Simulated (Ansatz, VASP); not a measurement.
## GaSb4: VASP beside Ansatz

```
Ga Sb
1.0
     4.53537    0.00000    0.00000
     0.00000    4.53537    0.00000
     0.00000    0.00000    7.28146
Ga Sb
1 4
Cartesian
  2.2677 2.2677 0.0000
  0.0000 2.2677 5.1146
  2.2677 0.0000 5.1146
  0.0000 2.2677 2.1669
  2.2677 0.0000 2.1669
```

Alike in both runs: functional PBE; k mesh 8 × 8 × 6; occupations gaussian, width 0.1 eV; no spin polarisation.

Ansatz relaxed the structure, and its values are those at the end. VASP's run is a single point on that final structure, the one shown.

```csv
,VASP,Ansatz
version,VASP 6.6.1,Ansatz 0.2.0
potentials or method,"VASP PAW PBE potentials, release 64 (Ga_d, Sb), cutoff 520 eV","scalar-relativistic, plane waves, PAW"
valence electrons in the cell,33,73
```

VASP gave:

* gap on the k mesh at the Fermi level (eV): none
* pressure (GPa): 0.0
* rms of the force components (eV/Å): 0.006

**Question.** What did Ansatz give for the same quantities?

**Answer.** gap on the k mesh at the Fermi level (eV): none; pressure (GPa): 0.0; rms of the force components (eV/Å): 0.000.

A gap of «none» marks a metal or a gap that the smearing closes. VASP's potentials hold 33 valence electrons a cell and Ansatz's 73, so a difference there can come from the potentials and not from the codes.

Neither program's run includes spin-orbit coupling.
